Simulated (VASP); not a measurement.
# Ru: single point with LDA

Crystal: Ru.

```
Ru
1.0
     2.67753    0.00000    0.00000
    -1.33877    2.31881    0.00000
     0.00000    0.00000    4.21813
Ru
2
Direct
  0.33333 0.66667 0.25000
  0.66667 0.33333 0.75000
```

- Program: VASP 6.6.1
- Task: single point
- Functional: LDA
- Potentials or basis: VASP PAW LDA potentials, release 64 (Ru_pv)
- Cutoff: 520 eV
- k mesh: 13 × 13 × 8
- Occupations: fermi-dirac, width 0.1 eV
- Spin: no spin polarisation
- Dipole correction: no
- Further INCAR settings: ALGO = Normal; EDIFF = 1e-06; NBANDS = 21

```
Pressure               : 1.0 GPa
Band gap on the k mesh : zero (bands 14 and 15 overlap by 3.29 eV)
```

Stress tensor (GPa, compression positive):
```
0.95 0.00 0.00
0.00 0.95 0.00
0.00 0.00 1.04
```

Levels at points of the mesh, in eV from the Fermi level:
| k point | band 10 | band 11 | band 12 | band 13 | band 14 | band 15 | band 16 | band 17 | band 18 | band 19 |
| --- | --- | --- | --- | --- | --- | --- | --- | --- | --- | --- |
| (0.00, 0.00, 0.00) | -2.81 | -2.57 | -2.07 | -2.07 | -1.55 | -1.55 | 1.22 | 1.22 | 1.35 | 9.90 |
| (0.00, 0.00, 0.50) | -2.99 | -2.99 | -2.99 | -2.86 | -2.86 | 0.55 | 0.55 | 0.55 | 0.55 | 9.90 |

Run time: 15 s on 1 thread of Intel(R) Xeon(R) 6975P-C (Granite Rapids) (shared host), peak memory 0.16 GiB.
